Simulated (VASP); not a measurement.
Runs of VASP 6.6.1 on Pt. The structure is that of space group Im-3m (No. 229), or close to it. The cells are those of the table. 

```csv
cell,gap on the mesh (eV),pressure (GPa)
"a = 2.735 Å, angles 109.2, 109.2, 110.0°, 1 atom",none,-9.1
"a = 2.776 Å, angles 110.4, 110.4, 107.6°, 1 atom",none,-18.0
"a = 2.781 Å, angles 110.5, 110.5, 107.3°, 1 atom",none,(a)
"a = 2.708 Å, angles 108.4, 108.4, 111.7°, 1 atom",none,-1.5
"a = 2.772 Å, angles 110.3, 110.3, 107.9°, 1 atom",none,(b)
"a = 2.717 Å, angles 108.7, 108.7, 111.1°, 1 atom",none,(c)
"a = 2.753 Å, angles 109.7, 109.7, 108.9°, 1 atom",none,-13.4
"a = 2.762 Å, angles 110.0, 110.0, 108.4°, 1 atom",none,-15.3
"a = 2.726 Å, angles 108.9, 108.9, 110.6°, 1 atom",none,-6.7
```

Alike in all rows: task single point; level PBEsol; potentials or basis VASP PAW PBE potentials, release 64 (Pt); no spin polarisation; k mesh 22 × 22 × 22; cutoff (eV) 520; smearing gaussian 0.15 eV.

Question: Estimate the missing entries.

Answer: (a) -18.9; (b) -17.2; (c) -4.2.

Caveats: the PAW data sets were made with another functional, which shifts forces and pressure a little; spin-orbit coupling is left out, which moves the levels of the heavy elements.

A k mesh can miss the band edges, and the runs leave out spin-orbit coupling on Pt.

A gap of «none» marks levels without a gap at the run's occupations.
